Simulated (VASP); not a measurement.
Set up this calculation in VASP 6.6.1, as the native input.

- Task: single point
- Functional: PBEsol
- Potentials or basis: VASP PAW PBE potentials, release 64 (Co, Sn_d)
- Cutoff: 520 eV
- k mesh: 12 × 12 × 8
- Occupations: gaussian, width 0.1 eV
- Spin: no spin polarisation
- Dipole correction: no
- Further INCAR settings: ALGO = Fast; EDIFF = 1e-06; NBANDS = 44

The structure of CoSn lies in POSCAR:

```
CoSn
1.0
    5.3241101287      0.0000000000      0.0000000000
   -2.6620550643      4.6108146240      0.0000000000
    0.0000000000      0.0000000000      4.2518413235
Co Sn
3 3
Direct
    0.0000000000      0.5000000000      0.0000000000
    0.5000000000      0.5000000000      0.0000000000
    0.5000000000      0.0000000000      0.0000000000
    0.6666666667      0.3333333333      0.5000000000
    0.3333333333      0.6666666667      0.5000000000
    0.0000000000      0.0000000000      0.0000000000
```

This cell differs from its parent crystal: equal strain along all axes, cell held: +2.0 %.

The input as run:

INCAR

```
PREC = Accurate
ENCUT = 520
EDIFF = 1E-6
ISMEAR = 0
SIGMA = 0.1
LREAL = False
LASPH = True
NELM = 60
ALGO = Fast
ISIF = 2
LWAVE = False
LCHARG = False
GGA = PS
NBANDS = 44
```

KPOINTS

```
Automatic mesh
0
Gamma
  12 12 8
```

Potentials or basis: VASP PAW PBE potentials, release 64 (Co, Sn_d).

The run is started by

```bash
$ cat potpaw_PBE.64/Co/POTCAR potpaw_PBE.64/Sn_d/POTCAR > POTCAR
$ mpirun -np 1 vasp_std > vasp.out
```

Results of the run:

| Quantity | Value |
| --- | --- |
| Pressure | -7.5 GPa |
| Band gap on the k mesh | zero (an odd number of electrons rules out a gap without spin polarisation) |

Caveat: the cell differs from its parent crystal (equal strain along all axes, cell held: +2.0 %); the cell stands under tension; the PAW data sets were made with another functional, which shifts forces and pressure a little; spin-orbit coupling is left out, which moves the levels of the heavy elements; the run has no spin polarisation, though such a crystal can be magnetic.

Run time: 7.9 min on 1 thread of AMD EPYC 9755 128-Core Processor, with other jobs on the host, peak memory 0.42 GiB.
